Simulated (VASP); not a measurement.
# BiTe in VASP: settings compared, part 2 of 2

VASP 6.6.1. The steps go on from the part before.

### Step 4. Relaxation of shape and atoms at fixed volume, PBE (volume scaled by 0.945)

Contents of INCAR:

```
SYSTEM = BiTe
PREC = Accurate ; ENCUT = 600
EDIFF = 1E-6 ; ISMEAR = 0
SIGMA = 0.05 ; LREAL = .False.
LASPH = .True. ; NELM = 60
ALGO = Normal ; ISIF = 4
LWAVE = .False. ; LCHARG = .False.
GGA = PE ; IBRION = 2
NSW = 60 ; EDIFFG = -0.01
```

Contents of KPOINTS:

```
regular mesh
0
Gamma
  8 8 6
  0 0 0
```

Contents of POSCAR:

```
BiTe
1.0
    4.0910682825      0.0000000000      0.0000000000
   -2.0455341412      3.5429690612      0.0000000000
    0.0000000000      0.0000000000      8.6564852304
Bi Te
2 2
Direct
    0.3333333333      0.6666666667      0.2500000000
    0.6666666667      0.3333333333      0.7500000000
    0.0000000000      0.0000000000      0.0000000000
    0.0000000000      0.0000000000      0.5000000000
```

Potentials or basis: VASP PAW PBE potentials, release 64 (Bi_d, Te).

The run is started by

```bash
$ cat potpaw_PBE.64/Bi_d/POTCAR potpaw_PBE.64/Te/POTCAR > POTCAR
$ mpirun -np 1 vasp_std > vasp.out
```

OUTCAR:

```text
SYSTEM = BiTe
   PREC = Accurate
   ENCUT = 600
   EDIFF = 1E-6
   ISMEAR = 0
   LREAL = .False.
   LASPH = .True.
   NELM = 60
   ISIF = 4
   GGA = PE
   IBRION = 2
   NSW = 60
   EDIFFG = -0.01

 ion  position               nearest neighbor table
   1  0.333  0.667  0.250-   3 3.20   4 3.20   3 3.20   4 3.20   3 3.20   4 3.20
   2  0.667  0.333  0.750-   3 3.20   4 3.20   3 3.20   4 3.20   3 3.20   4 3.20
   3  0.000  0.000  0.000-   1 3.20   2 3.20   1 3.20   2 3.20   2 3.20   1 3.20
   4  0.000  0.000  0.500-   1 3.20   2 3.20   1 3.20   2 3.20   2 3.20   1 3.20

  LATTYP: Found a hexagonal cell.
 ALAT       =     4.0910682825
 C/A-ratio  =     2.1159473841

  Lattice vectors:

 A1 = (   4.0910682825,   0.0000000000,   0.0000000000)
 A2 = (  -2.0455341412,   3.5429690612,   0.0000000000)
 A3 = (   0.0000000000,   0.0000000000,   8.6564852304)

Analysis of symmetry for initial positions (statically):
=====================================================================
 Subroutine PRICEL returns:
 Original cell was already a primitive cell.

 Routine SETGRP: Setting up the symmetry group for a
 hexagonal supercell.

 Subroutine GETGRP returns: Found 24 space group operations
 (whereof 12 operations were pure point group operations)
 out of a pool of 24 trial point group operations.

The static configuration has the point symmetry D_3d.
 The point group associated with its full space group is D_6h.

Analysis of symmetry for dynamics (positions and initial velocities):
=====================================================================
 Subroutine PRICEL returns:
 Original cell was already a primitive cell.

 Routine SETGRP: Setting up the symmetry group for a
 hexagonal supercell.

 Subroutine GETGRP returns: Found 24 space group operations
 (whereof 12 operations were pure point group operations)
 out of a pool of 24 trial point group operations.

The dynamic configuration has the point symmetry D_3d.
 The point group associated with its full space group is D_6h.

[... 130 lines left out ...]
   IVDW    =     0    specifies the selected vdW correction
   LEPSILON=     F    determine dielectric tensor
   LRPA    =     F    only Hartree local field effects (RPA)
 conjugate gradient relaxation of ions
 non-spin polarized calculation
 Gauss-broadening in eV      SIGMA  =   0.05
  energy-cutoff  :      600.00
  volume of cell :      125.47
 maximum number of plane-waves:      4210
 NGX is ok and might be reduce to    36
   NGX = 17   NGY = 17   NGZ = 35

--------------------------------------- Ionic step        1  -------------------------------------------

 number of electron      42.0000003 magnetization

 Free energy of the ion-electron system (eV)
  ---------------------------------------------------
  ext. energy  EPLUGINS =         0.00000000
  ---------------------------------------------------
  free energy    TOTEN  =       -14.19113798 eV

  energy without entropy =      -14.18810583  energy(sigma->0) =      -14.18962191

------------------------ aborting loop because EDIFF is reached ----------------------------------------

  FORCE on cell =-STRESS in cart. coord.  units (eV):
  Direction    XX          YY          ZZ          XY          YZ          ZX
  --------------------------------------------------------------------------------------
  -------------------------------------------------------------------------------------
  Total        2.1767814      2.1767814      2.4415551      0.0000000      0.0000000      0.0000000
  in kB       27.7958350     27.7958350     31.1767923      0.0000000      0.0000000      0.0000000
  external PRESSURE =      28.9228208 kB  Pullay stress =       0.0000000 kB
[... 63 lines left out ...]
--------------------------------------- Ionic step        3  -------------------------------------------

 number of electron      42.0000008 magnetization

 Free energy of the ion-electron system (eV)
  ---------------------------------------------------
  ext. energy  EPLUGINS =         0.00000000
  ---------------------------------------------------
  free energy    TOTEN  =       -14.19174368 eV

  energy without entropy =      -14.18890116  energy(sigma->0) =      -14.19032242

 E-fermi :   7.4411     XC(G=0):  -9.8319

 val. band max:        7.4153122370   @ k =   0.3750   0.2500   0.1667
 cond. band min:       7.4428223452   @ k =   0.3750   0.1250   0.5000
 fundamental gap:      0.0275101082
 Fermi energy:         7.4410833042

 k-point     1 :       0.0000    0.0000    0.0000
  band No.  band energies     occupation
      1     -15.8263      2.00000
      2     -15.8224      2.00000
      3     -15.8071      2.00000
      4     -15.8071      2.00000
      5     -15.8070      2.00000
      6     -15.8070      2.00000
[... 661 lines left out ...]
     24       8.8613      0.00000
     25       9.8682      0.00000

 [... further k-points ...]

------------------------ aborting loop because EDIFF is reached ----------------------------------------

  FORCE on cell =-STRESS in cart. coord.  units (eV):
  Direction    XX          YY          ZZ          XY          YZ          ZX
  --------------------------------------------------------------------------------------
  -------------------------------------------------------------------------------------
  Total        2.1779634      2.1779634      2.1442870      0.0000000      0.0000000      0.0000000
  in kB       27.8109281     27.8109281     27.3809056      0.0000000      0.0000000      0.0000000
  external PRESSURE =      27.6675873 kB  Pullay stress =       0.0000000 kB
[... 19 lines left out ...]
  FREE ENERGIE OF THE ION-ELECTRON SYSTEM (eV)
  ---------------------------------------------------
  free  energy   TOTEN  =       -14.1917436835 eV

  energy  without entropy=      -14.1889011560  energy(sigma->0) =      -14.19032242

 reached required accuracy - stopping structural energy minimisation
```

OSZICAR:

```text
N       E                     dE             d eps       ncg     rms          rms(c)
DAV:   1     0.418553839402E+03    0.41855E+03   -0.22055E+04  2000   0.192E+03
DAV:   2     0.291505307236E+02   -0.38940E+03   -0.38496E+03  2109   0.465E+02
DAV:   3    -0.125668017884E+02   -0.41717E+02   -0.41065E+02  2567   0.159E+02
[... 20 lines left out ...]
DAV:   2    -0.141928495073E+02    0.18286E-02   -0.48210E-03  2210   0.626E-01    0.176E-01
DAV:   3    -0.141917257720E+02    0.11237E-02   -0.21326E-03  2849   0.451E-01    0.199E-02
DAV:   4    -0.141917441170E+02   -0.18345E-04   -0.29807E-04  2209   0.144E-01    0.208E-02
DAV:   5    -0.141917444551E+02   -0.33815E-06   -0.10045E-05  2889   0.241E-02    0.138E-02
DAV:   6    -0.141917436835E+02    0.77157E-06   -0.76245E-07  1138   0.134E-02
   3 F= -.14191744E+02 E0= -.14190322E+02  d E =-.605699E-03
```

CONTCAR:

```text
BiTe
   1.00000000000000
     4.0801571056683370    0.0000000000038080    0.0000000000000000
    -2.0400785527810039    3.5335197048687075    0.0000000000000000
     0.0000000000000000    0.0000000000000000    8.7028455696122791
  Bi              Te
     2     2
Direct
     0.3333333332999970    0.6666666667000030    0.2500000000000000
     0.6666666667000030    0.3333333332999970    0.7500000000000000
     0.0000000000000000    0.0000000000000000    0.0000000000000000
     0.0000000000000000    0.0000000000000000    0.5000000000000000

  0.00000000E+00  0.00000000E+00  0.00000000E+00
  0.00000000E+00  0.00000000E+00  0.00000000E+00
  0.00000000E+00  0.00000000E+00  0.00000000E+00
  0.00000000E+00  0.00000000E+00  0.00000000E+00
```

It took 7.2 min on 1 thread of Intel Xeon 8259CL, shared host; peak memory 0.39 GiB.

What came out:

- Free energy: -14.1917 eV
- Energy gained by relaxing: 0.2 meV/atom
- Ionic steps: 3
- Pressure after relaxing: 2.8 GPa
- Band gap on the k mesh: zero (band 21 reaches 9.03 eV, above the bottom of band 22 at 6.09 eV)

Step by step:
```
step  energy change (eV)  largest force (eV/Å)  pressure (GPa)  volume (Å³)
   1              0.0000                0.0000            2.89       125.47
   2             -0.0004                0.0000            2.85       125.47
   3             -0.0006                0.0000            2.77       125.47
```

Final structure:
```cif
data_structure
_symmetry_space_group_name_H-M 'P 1'
_symmetry_Int_Tables_number 1
_cell_length_a 4.0802
_cell_length_b 4.0802
_cell_length_c 8.7028
_cell_angle_alpha 90.000
_cell_angle_beta 90.000
_cell_angle_gamma 120.000
_cell_volume 125.47
loop_
_atom_site_label
_atom_site_type_symbol
_atom_site_fract_x
_atom_site_fract_y
_atom_site_fract_z
_atom_site_occupancy
Bi1 Bi 0.33333 0.66667 0.25000 1
Bi2 Bi 0.66667 0.33333 0.75000 1
Te1 Te 0.00000 0.00000 0.00000 1
Te2 Te 0.00000 0.00000 0.50000 1
```

Caveat: the cell differs from its parent crystal (volume scaled by 0.945); spin-orbit coupling is left out, which moves the levels of the heavy elements.

### Step 5. Relaxation of shape and atoms at fixed volume, PBE (volume scaled by 0.960)

Contents of INCAR:

```
SYSTEM = BiTe
PREC = Accurate
ENCUT = 600
EDIFF = 1E-6
ISMEAR = 0
SIGMA = 0.05
LREAL = .FALSE.
LASPH = .TRUE.
NELM = 80
ALGO = Normal
ISIF = 4
LWAVE = .FALSE.
LCHARG = .FALSE.
GGA = PE
IBRION = 2
NSW = 60
EDIFFG = -0.01
```

Contents of KPOINTS:

```
regular mesh
0
G
  8 8 6
  0 0 0
```

Contents of POSCAR:

```
BiTe
1.0
    4.1258247814      0.0000000000      0.0000000000
   -2.0629123907      3.5730690723      0.0000000000
    0.0000000000      0.0000000000      8.6463520219
Bi Te
2 2
Direct
    0.3333333333      0.6666666667      0.2500000000
    0.6666666667      0.3333333333      0.7500000000
    0.0000000000      0.0000000000      0.0000000000
    0.0000000000      0.0000000000      0.5000000000
```

The run is started by

```bash
$ cat potpaw_PBE.64/Bi_d/POTCAR potpaw_PBE.64/Te/POTCAR > POTCAR
$ mpirun -np 1 vasp_std > vasp.out
```

Run time: 9 min. Hardware: 1 thread of Intel Xeon 8259CL, shared host; peak memory 0.39 GiB.

The run converged. Its results:

- Free energy: -14.2212 eV
- Energy gained by relaxing: 0.3 meV/atom
- Ionic steps: 4
- Pressure after relaxing: 1.9 GPa
- Band gap on the k mesh: zero (band 21 reaches 8.78 eV, above the bottom of band 22 at 5.94 eV)

The path:
```csv
step,energy change (eV),largest force (eV/Å),pressure (GPa),volume (Å³)
1,0.0000,0.0000,2.07,127.46
2,-0.0008,0.0000,2.02,127.46
3,-0.0011,0.0000,1.90,127.46
4,-0.0011,0.0000,1.93,127.46
```

Final structure:
```
Bi Te
1.0
     4.11240    0.00000    0.00000
    -2.05620    3.56144    0.00000
     0.00000    0.00000    8.70290
Bi Te
2 2
Direct
  0.33333 0.66667 0.25000
  0.66667 0.33333 0.75000
  0.00000 0.00000 0.00000
  0.00000 0.00000 0.50000
```

Levels at points of the mesh, in eV from the Fermi level:
```csv
k point,band 19,band 20,band 21,band 22,band 23,band 24
"(0.00, 0.00, 0.00)",-0.64,-0.64,0.66,0.66,0.71,2.28
"(0.50, 0.00, 0.00)",-1.86,-1.85,-1.46,-0.80,-0.25,2.28
"(0.00, 0.00, 0.50)",-1.18,-1.18,1.52,1.52,1.52,1.52
"(0.50, 0.00, 0.50)",-2.53,-2.53,0.67,0.67,1.57,1.57
```

Caveat: the cell differs from its parent crystal (volume scaled by 0.960); spin-orbit coupling is left out, which moves the levels of the heavy elements.

### Step 6. The runs side by side

```csv
task,level,cell,cutoff (eV),gap on the mesh (eV),pressure (GPa)
single point,PBE,"a = 4.195, b = 4.258, c = 8.712 Å, angles 90.0, 90.0, 119.5°, 4 atoms",520,none,-0.8
single point,r2SCAN,"a = 4.195, b = 4.195, c = 8.712 Å, angles 90.0, 90.0, 120.0°, 4 atoms",520,none,-0.7
relaxation of shape and atoms at fixed volume,PBE,"relaxed from a = 4.091, b = 4.091, c = 8.656 Å, angles 90.0, 90.0, 120.0°, 4 atoms",600,none,2.8
relaxation of shape and atoms at fixed volume,PBE,"relaxed from a = 4.126, b = 4.126, c = 8.646 Å, angles 90.0, 90.0, 120.0°, 4 atoms",600,none,1.9
```

Alike in all rows: potentials or basis VASP PAW PBE potentials, release 64 (Bi_d, Te); no spin polarisation; k mesh 8 × 8 × 6; smearing gaussian 0.05 eV.

Caveats: spin-orbit coupling is left out, which moves the levels of the heavy elements; the PAW data sets were made with another functional, which shifts forces and pressure a little (some runs).

Absolute energies hang on the potentials; compare differences alone.
